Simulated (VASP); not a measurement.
Runs of VASP 6.6.1 on HfN. The structure is cubic, space group F-43m (No. 216). The conventional cell has a = 4.910 Å, b = 4.910 Å, c = 4.910 Å, α = 90.00°, β = 90.00°, γ = 90.00°. Hf (site symmetry -43m) has 4 N at 2.13 Å within 2.8 Å. N (site symmetry -43m) has 4 Hf at 2.13 Å within 2.8 Å. 

```tsv
level	potentials or basis	grid for exact exchange (PRECFOCK)	share of exact exchange	screening parameter	gap on the mesh (eV)	pressure (GPa)
PBE0	VASP PAW PBE potentials, release 64 (Hf_pv, N)	Normal	0.25	-	none	(b)
r2SCAN	VASP PAW PBE potentials, release 64 (Hf_pv, N)	-	-	-	none	-3.1
PBEsol	VASP PAW PBE potentials, release 64 (Hf_pv, N)	-	-	-	none	-5.5
LDA	VASP PAW LDA potentials, release 64 (Hf_pv, N)	-	-	-	none	-9.5
r2SCAN0	VASP PAW PBE potentials, release 64 (Hf_pv, N)	Normal	0.25	-	none	-6.1
HSE06	VASP PAW PBE potentials, release 64 (Hf_pv, N)	Normal	0.25	0.2079 1/Å	none	(a)
```

Alike in all rows: task single point; no spin polarisation; cell as given; k mesh 5 × 5 × 5; cutoff (eV) 520; smearing fermi-dirac 0.05 eV.

Estimate the missing entries.

(a) -4.1; (b) -4.4.

Caveats: all runs use coarse meshes; spin-orbit coupling is left out, which moves the levels of the heavy elements; an odd number of electrons without spin polarisation forces a metal; a magnetic or distorted state may lie lower; the PAW data sets were made with another functional, which shifts forces and pressure a little (at least some runs).

A k mesh can miss the band edges, and the runs leave out spin-orbit coupling on Hf.

A gap of «none» marks levels without a gap at the run's occupations.
